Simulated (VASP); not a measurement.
# MgS5 (P-62m) in VASP: relaxation of cell and atoms with PBE

Aim: the relaxation of cell and atoms of MgS5 with PBE.

Program: VASP 6.6.1. These are calculated values, not measurements. Logs are shortened: lines on timing, memory, paths and dates and some standing lists are left out, and cuts for length are marked.

## 1. The cell of the first run

The structure is hexagonal, space group P-62m (No. 189). Conventional cell: a = 4.650 Å, b = 4.650 Å, c = 7.359 Å, α = 90.00°, β = 90.00°, γ = 120.00°. Mg (site symmetry -62m) has 6 S at 2.68 Å within 3.5 Å. S (site symmetry m2m) has 2 S at 2.12 Å within 2.8 Å. Within 3.5 Å of S (site symmetry -6) lie 3 S at 2.68 Å and 3 Mg at 2.68 Å.

The cell was built from a structure type or drawn by symmetry, and may not be a known phase.

## 2. Relaxation of cell and atoms, PBE

File INCAR:

```
SYSTEM = MgS5
ALGO = Normal ; EDIFF = 1E-6
EDIFFG = -0.01 ; ENCUT = 600
GGA = PE ; IBRION = 2
ISIF = 3 ; ISMEAR = 0
LASPH = .TRUE. ; LCHARG = .FALSE.
LREAL = .FALSE. ; LWAVE = .FALSE.
NELM = 60 ; NSW = 100
PREC = Accurate ; SIGMA = 0.1
```

File KPOINTS:

```
k-points
0
G
  12 12 6
  0 0 0
```

File POSCAR:

```
MgS5
1.0
    4.6503363597      0.0000000000      0.0000000000
   -2.3251681798      4.0273094236      0.0000000000
    0.0000000000      0.0000000000      7.3592561543
Mg S
1 5
Direct
    0.0000000000      0.0000000000      0.0000000000
    0.0000000000      0.7365489813      0.5000000000
    0.7365489813      0.0000000000      0.5000000000
    0.2634510187      0.2634510187      0.5000000000
    0.6666666667      0.3333333333      0.0000000000
    0.3333333333      0.6666666667      0.0000000000
```

Potentials or basis: VASP PAW PBE potentials, release 64 (Mg, S).

Command:

```console
$ cat potpaw_PBE.64/Mg/POTCAR potpaw_PBE.64/S/POTCAR > POTCAR
$ mpirun -np 1 vasp_std > vasp.out
```

OUTCAR:

```text
SYSTEM = MgS5
   EDIFF = 1E-6
   EDIFFG = -0.01
   ENCUT = 600
   GGA = PE
   IBRION = 2
   ISIF = 3
   ISMEAR = 0
   LASPH = .TRUE.
   LREAL = .FALSE.
   NELM = 60
   NSW = 100
   PREC = Accurate

 ion  position               nearest neighbor table
   1  0.000  0.000  0.000-   5 2.68   6 2.68   6 2.68   5 2.68   5 2.68   6 2.68
   2  0.000  0.737  0.500-   4 2.12   3 2.12
   3  0.737  0.000  0.500-   2 2.12   4 2.12
   4  0.263  0.263  0.500-   2 2.12   3 2.12
   5  0.667  0.333  0.000-   6 2.68   1 2.68   6 2.68   1 2.68   1 2.68   6 2.68
   6  0.333  0.667  0.000-   5 2.68   1 2.68   5 2.68   1 2.68   1 2.68   5 2.68

  LATTYP: Found a hexagonal cell.
 ALAT       =     4.6503363597
 C/A-ratio  =     1.5825212598

  Lattice vectors:

 A1 = (   4.6503363597,   0.0000000000,   0.0000000000)
 A2 = (  -2.3251681798,   4.0273094236,   0.0000000000)
 A3 = (   0.0000000000,   0.0000000000,   7.3592561543)

Analysis of symmetry for initial positions (statically):
=====================================================================
 Subroutine PRICEL returns:
 Original cell was already a primitive cell.

 Routine SETGRP: Setting up the symmetry group for a
 hexagonal supercell.

 Subroutine GETGRP returns: Found 12 space group operations
 (whereof 12 operations were pure point group operations)
 out of a pool of 24 trial point group operations.

The static configuration has the point symmetry D_3h.

Analysis of symmetry for dynamics (positions and initial velocities):
=====================================================================
 Subroutine PRICEL returns:
 Original cell was already a primitive cell.

 Routine SETGRP: Setting up the symmetry group for a
 hexagonal supercell.

 Subroutine GETGRP returns: Found 12 space group operations
 (whereof 12 operations were pure point group operations)
 out of a pool of 24 trial point group operations.

The dynamic configuration has the point symmetry D_3h.

 Subroutine INISYM returns: Found 12 space group operations
 (whereof 12 operations are pure point group operations),
 and found     1 'primitive' translations

----------------------------------------------------------------------------------------

                                     Primitive cell

  volume of cell :     137.8267

  direct lattice vectors                    reciprocal lattice vectors
     4.650336360  0.000000000  0.000000000     0.215038209  0.124152368  0.000000000
    -2.325168180  4.027309424  0.000000000     0.000000000  0.248304735  0.000000000
     0.000000000  0.000000000  7.359256154     0.000000000  0.000000000  0.135883298

  length of vectors
     4.650336360  4.650336360  7.359256154     0.248304735  0.248304735  0.135883298

  position of ions in fractional coordinates (direct lattice)
     0.000000000  0.000000000  0.000000000
     0.000000000  0.736548981  0.500000000
     0.736548981  0.000000000  0.500000000
     0.263451019  0.263451019  0.500000000
     0.666666667  0.333333333  0.000000000
     0.333333333  0.666666667  0.000000000

  ion indices of the primitive-cell ions
   primitive index   ion index
                 1           1
                 2           2
                 3           3
                 4           4
                 5           5
                 6           6

----------------------------------------------------------------------------------------

 KPOINTS: k-points

Automatic generation of k-mesh.
 Grid dimensions read from file:
 generate k-points for:   12   12    6

 Generating k-lattice:

  Cartesian coordinates                     Fractional coordinates (reciprocal lattice)
     0.017919851  0.010346031  0.000000000     0.083333333  0.000000000  0.000000000
     0.000000000  0.020692061  0.000000000     0.000000000  0.083333333  0.000000000
     0.000000000  0.000000000  0.022647216     0.000000000  0.000000000  0.166666667

  Length of vectors
     0.020692061  0.020692061  0.022647216

  Shift w.r.t. Gamma in fractional coordinates (k-lattice)
     0.000000000  0.000000000  0.000000000

 Subroutine IBZKPT returns following result:
 ===========================================

 Found     76 irreducible k-points:

 Following reciprocal coordinates:
            Coordinates               Weight
  0.000000  0.000000  0.000000      1.000000
  0.083333  0.000000  0.000000      6.000000
  0.166667  0.000000  0.000000      6.000000
  0.250000  0.000000  0.000000      6.000000
  0.333333  0.000000  0.000000      6.000000
  0.416667  0.000000  0.000000      6.000000
[... 16 lines left out ...]
  0.250000  0.000000  0.166667     12.000000
  0.333333  0.000000  0.166667     12.000000
 [... further k-points ...]
   k-points           NKPTS =     76   k-points in BZ     NKDIM =     76   number of bands    NBANDS=     20
   number of dos      NEDOS =    301   number of ions     NIONS =      6
   total plane-waves  NPLWV =  96000
   dimension x,y,z NGX =    40 NGY =   40 NGZ =   60
   dimension x,y,z NGXF=    80 NGYF=   80 NGZF=  120
   ions per type =               1   5
   NGX,Y,Z   is equivalent  to a cutoff of  14.30, 14.30, 13.55 a.u.
   NGXF,Y,Z  is equivalent  to a cutoff of  28.60, 28.60, 27.11 a.u.
 SYSTEM =  MgS5
   PREC   = accura    normal or accurate (medium, high low for compatibility)
   ISTART =      0    job   : 0-new  1-cont  2-samecut
   ICHARG =      2    charge: 1-file 2-atom 10-const
   ISPIN  =      1    spin polarized calculation?
   LNONCOLLINEAR =      F non collinear calculations
   LSORBIT =      F    spin-orbit coupling
   LASPH  =      T    aspherical Exc in radial PAW
   ENCUT  =  600.0 eV  44.10 Ry    6.64 a.u.   9.29  9.29 14.70*2*pi/ulx,y,z
   NELM   =     60;   NELMIN=  2; NELMDL= -5     # of ELM steps
   EDIFF  = 0.1E-05   stopping-criterion for ELM
   LREAL  =      F    real-space projection
   EDIFFG = -.1E-01   stopping-criterion for IOM
   NSW    =    100    number of steps for IOM
   IBRION =      2    ionic relax: 0-MD 1-quasi-New 2-CG
   NFREE  =      1    steps in history (QN), initial steepest desc. (CG)
   ISIF   =      3    stress and relaxation
   ISYM   =      2    0-nonsym 1-usesym 2-fastsym
   POTIM  = 0.5000    time-step for ionic-motion
   TEBEG  =    0.0;   TEEND  =   0.0 temperature during run
   PSTRESS=    0.0 pullay stress
   NELECT =      32.0000    total number of electrons
   NUPDOWN=      -1.0000    fix difference up-down
   EMIN   =  10.00;   EMAX   =-10.00  energy-range for DOS
   EFERMI =   0.00;   METHOD = LEGACY
   ISMEAR =     0;   SIGMA  =   0.10  broadening in eV -4-tet -1-fermi 0-gaus
   EFERMI_NEDOS =   21; number of points for ismear=-14 and -15
   IALGO  =     38    algorithm
   IMIX   =      4    mixing-type and parameters
     AMIX     =   0.40;   BMIX     =  1.00
     AMIX_MAG =   1.60;   BMIX_MAG =  1.00
  volume/ion in A,a.u.               =      22.97       155.02
  Fermi-wavevector in a.u.,A,eV,Ry     =   1.006191  1.901425 13.774813  1.012420
  Thomas-Fermi vector in A             =   2.138918
   LORBIT       =      0    0 simple, 1 ext, 2 COOP (PROOUT), +10 PAW based schemes
   GGA     = PE    functional components
   LHFCALC =     F    Hartree Fock is set to
   AEXX    =    0.0000 exact exchange contribution
   IVDW    =     0    specifies the selected vdW correction
   LEPSILON=     F    determine dielectric tensor
   LRPA    =     F    only Hartree local field effects (RPA)
 conjugate gradient relaxation of ions
 non-spin polarized calculation
 Gauss-broadening in eV      SIGMA  =   0.10
  energy-cutoff  :      600.00
  volume of cell :      137.83
 maximum number of plane-waves:      4661
 NGX is ok and might be reduce to    40
   NGX = 19   NGY = 19   NGZ = 29

--------------------------------------- Ionic step        1  -------------------------------------------

 number of electron      32.0000003 magnetization

 Free energy of the ion-electron system (eV)
  ---------------------------------------------------
  ext. energy  EPLUGINS =         0.00000000
  ---------------------------------------------------
  free energy    TOTEN  =       -20.49029501 eV

  energy without entropy =      -20.46868786  energy(sigma->0) =      -20.47949144

------------------------ aborting loop because EDIFF is reached ----------------------------------------

  FORCE on cell =-STRESS in cart. coord.  units (eV):
  Direction    XX          YY          ZZ          XY          YZ          ZX
  --------------------------------------------------------------------------------------
  -------------------------------------------------------------------------------------
  Total       -0.2571128     -0.2571128     -0.1403666     -0.0000000     -0.0000000      0.0000000
  in kB       -2.9888287     -2.9888287     -1.6317024     -0.0000000     -0.0000000      0.0000000
  external PRESSURE =      -2.5364532 kB  Pullay stress =       0.0000000 kB
[... 101 lines left out ...]
  FREE ENERGIE OF THE ION-ELECTRON SYSTEM (eV)
  ---------------------------------------------------
  free  energy   TOTEN  =       -20.4944247074 eV

  energy  without entropy=      -20.4737284399  energy(sigma->0) =      -20.48407657

[... ionic steps 4 to 16 ...]

--------------------------------------- Ionic step       17  -------------------------------------------

 number of electron      31.9999996 magnetization

------------------------ aborting loop because EDIFF is reached ----------------------------------------

  FORCE on cell =-STRESS in cart. coord.  units (eV):
  Direction    XX          YY          ZZ          XY          YZ          ZX
  --------------------------------------------------------------------------------------
  -------------------------------------------------------------------------------------
  Total        0.0348242      0.0348242      0.0073201      0.0000000      0.0000000     -0.0000000
  in kB        0.4119707      0.4119707      0.0865973      0.0000000      0.0000000     -0.0000000
  external PRESSURE =       0.3035129 kB  Pullay stress =       0.0000000 kB
[... 65 lines left out ...]
  energy  without entropy=      -20.4786611868  energy(sigma->0) =      -20.48847740

--------------------------------------- Ionic step       19  -------------------------------------------

 number of electron      31.9999996 magnetization

 Free energy of the ion-electron system (eV)
  ---------------------------------------------------
  ext. energy  EPLUGINS =         0.00000000
  ---------------------------------------------------
  free energy    TOTEN  =       -20.49833482 eV

  energy without entropy =      -20.47872833  energy(sigma->0) =      -20.48853157

 E-fermi :   3.1201     XC(G=0):  -8.8541

 val. band max:        3.1185517875   @ k =   0.4167   0.0833   0.3333
 cond. band min:       3.1234635964   @ k =   0.4167   0.0833   0.5000
 fundamental gap:      0.0049118089
 Fermi energy:         3.1200712378

 k-point     1 :       0.0000    0.0000    0.0000
  band No.  band energies     occupation
      1     -14.4278      2.00000
      2     -10.4635      2.00000
      3      -7.5759      2.00000
      4      -7.5759      2.00000
      5      -6.6514      2.00000
      6      -4.1231      2.00000
[... 12 lines left out ...]
     19       5.2421      0.00000
[... 513 lines left out ...]
      4      -7.9737      2.00000
      5      -7.8284      2.00000
      6      -3.4270      2.00000
[... 12 lines left out ...]
     19       5.3598      0.00000
     20       6.6844      0.00000

 [... further k-points ...]

------------------------ aborting loop because EDIFF is reached ----------------------------------------

  FORCE on cell =-STRESS in cart. coord.  units (eV):
  Direction    XX          YY          ZZ          XY          YZ          ZX
  --------------------------------------------------------------------------------------
  -------------------------------------------------------------------------------------
  Total        0.0322573      0.0322573      0.0201553      0.0000000     -0.0000000      0.0000000
  in kB        0.3812521      0.3812521      0.2382170      0.0000000     -0.0000000      0.0000000
  external PRESSURE =       0.3335737 kB  Pullay stress =       0.0000000 kB
[... 21 lines left out ...]
  FREE ENERGIE OF THE ION-ELECTRON SYSTEM (eV)
  ---------------------------------------------------
  free  energy   TOTEN  =       -20.4983348167 eV

  energy  without entropy=      -20.4787283294  energy(sigma->0) =      -20.48853157

 reached required accuracy - stopping structural energy minimisation
```

Wall time 58 min (1 thread of Intel Xeon 8259CL, shared host); peak memory 0.47 GiB.

What came out:

```yaml
Free_energy: -20.4983 eV
Relaxed_volume: 22.59 Å³/atom
Relaxed_cell: a = 4.670 Å, b = 4.670 Å, c = 7.179 Å, α = 90.00°, β = 90.00°, γ = 120.00°
Space_group_after_relaxing_to_0.1_Å: P-62m (No. 189)
Energy_gained_by_relaxing: 1.3 meV/atom
Ionic_steps: 19
Pressure_after_relaxing: 0.0 GPa
Largest_force_after_relaxing: 0.004 eV/Å
Band_gap_on_the_k_mesh: zero (bands 16 and 17 overlap by 0.66 eV)
```

Forces in eV/Å, atoms in the order of the input:
```
Mg   0.000  0.000  0.000
S   -0.002  0.004  0.000
S    0.004  0.000  0.000
S   -0.002 -0.004  0.000
S    0.000  0.000  0.000
S    0.000  0.000  0.000
```

The path:
```csv
step,energy change (eV),largest force (eV/Å),pressure (GPa),volume (Å³)
1,0.0000,0.3042,-0.25,137.83
2,-0.0013,0.2028,0.74,137.10
3,-0.0041,0.0363,0.29,137.42
4,-0.0062,0.0088,0.13,138.03
5,-0.0069,0.0232,-0.03,138.61
6,-0.0069,0.0213,-0.02,138.58
7,-0.0070,0.0225,-0.10,138.52
8,-0.0070,0.0220,-0.10,138.52
9,-0.0070,0.0228,-0.09,138.40
10,-0.0072,0.0238,-0.07,138.06
11,-0.0075,0.0259,-0.03,137.39
12,-0.0077,0.0294,0.08,136.04
13,-0.0079,0.0245,0.06,135.84
14,-0.0080,0.0113,0.02,135.35
15,-0.0080,0.0136,0.03,135.40
16,-0.0080,0.0167,0.04,135.53
17,-0.0080,0.0134,0.03,135.43
18,-0.0080,0.0132,0.03,135.41
19,-0.0080,0.0045,0.03,135.56
```

Final structure:
```
Mg S
1.0
     4.66960    0.00000    0.00000
    -2.33480    4.04399    0.00000
     0.00000    0.00000    7.17854
Mg S
1 5
Direct
  0.00000 0.00000 0.00000
  0.00000 0.73986 0.50000
  0.73986 0.00000 0.50000
  0.26014 0.26014 0.50000
  0.66667 0.33333 0.00000
  0.33333 0.66667 0.00000
```

Caveat: semilocal functionals underestimate gaps, so a narrow gap can read as zero.
